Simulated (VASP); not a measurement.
Wanted: the native input for a VASP 6.6.1 run.

```yaml
Task: single point
Functional: PBEsol
Potentials_or_basis: VASP PAW PBE potentials, release 64 (Rb_sv, Br)
Cutoff: 520 eV
k_mesh: 6 × 6 × 6
Occupations: gaussian, width 0.01 eV
Spin: non-collinear spin, zero start, spin-orbit coupling
Starting_moments: "[[0.0, 0.0, 0.0], [0.0, 0.0, 0.0]] μB"
Dipole_correction: no
Further_INCAR_settings: ALGO = Normal; EDIFF = 1e-07; NBANDS = 28
```

The structure of RbBr lies in POSCAR:

```
RbBr
1.0
    0.0000000000      3.4420480875      3.4420480875
    3.4420480875      0.0000000000      3.4420480875
    3.4420480875      3.4420480875      0.0000000000
Rb Br
1 1
Direct
    0.0000000000      0.0000000000      0.0000000000
    0.5000000000      0.5000000000      0.5000000000
```

These files were run (other wordings do the same):

INCAR

```
ALGO = Normal ; EDIFF = 1E-7
ENCUT = 520 ; GGA = PS
GGA_COMPAT = False ; ISIF = 2
ISMEAR = 0 ; LASPH = True
LCHARG = True ; LORBIT = 11
LORBMOM = True ; LREAL = False
LSORBIT = True ; LVHAR = True
LWAVE = False ; MAGMOM = 0 0 0 0 0 0
NBANDS = 28 ; NELM = 150
PREC = Accurate ; SIGMA = 0.01
```

KPOINTS

```
k-points
0
Gamma
  6 6 6
```

Potentials or basis: VASP PAW PBE potentials, release 64 (Rb_sv, Br).

The run is started by

```console
$ cat potpaw_PBE.64/Rb_sv/POTCAR potpaw_PBE.64/Br/POTCAR > POTCAR
$ mpirun -np 1 vasp_ncl > vasp.out
```

It gave:

* Pressure: -0.2 GPa
* Net moment: 0.00 μB per cell
* Valence electrons inside the program's atomic spheres: Rb 7.31; Br 4.87

Caveat: the PAW data sets were made with another functional, which shifts forces and pressure a little.

It took 84 s on 1 thread of Intel(R) Xeon(R) 6975P-C (Granite Rapids), with other jobs on the host, peak memory 0.38 GiB.
